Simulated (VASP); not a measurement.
Here is a VASP 6.6.1 calculation.

Contents of INCAR:

```
  ALGO = Normal
  EDIFF = 1E-8
  ENCUT = 600
  GGA = PS
  IBRION = 6
  ISIF = 3
  ISMEAR = -1
  LASPH = True
  LCHARG = True
  LREAL = False
  LWAVE = False
  NBANDS = 10
  NELM = 80
  NFREE = 2
  NSW = 1
  POTIM = 0.015
  PREC = Accurate
  SIGMA = 0.15
```

File KPOINTS:

```
k-points
0
Gamma
  18 18 10
```

Contents of POSCAR:

```
Al
1.0
    2.6730348590      0.0000000000      0.0000000000
   -1.3365174295      2.3149160931      0.0000000000
    0.0000000000      0.0000000000      4.3784717324
Al
2
Direct
    0.6666666667      0.3333333333      0.7500000000
    0.3333333333      0.6666666667      0.2500000000
```

Potentials or basis: VASP PAW PBE potentials, release 64 (Al).

Run with:

```sh
$ cat potpaw_PBE.64/Al/POTCAR > POTCAR
$ mpirun -np 1 vasp_std > vasp.out
```

Question: What does it give for the Voigt bulk modulus?

Answer: 143 GPa.

Question: What does it give for the highest phonon frequency at Γ?

Answer: 440 cm⁻¹.

Phonon frequencies in cm⁻¹ (negative: imaginary):
| q point | frequencies |
| --- | --- |
| (0.000, 0.000, 0.000) | 0 0 0 204 204 440 |

Caveat: the cell is under stress, which shifts elastic constants; the PAW data sets were made with another functional, which shifts forces and pressure a little.
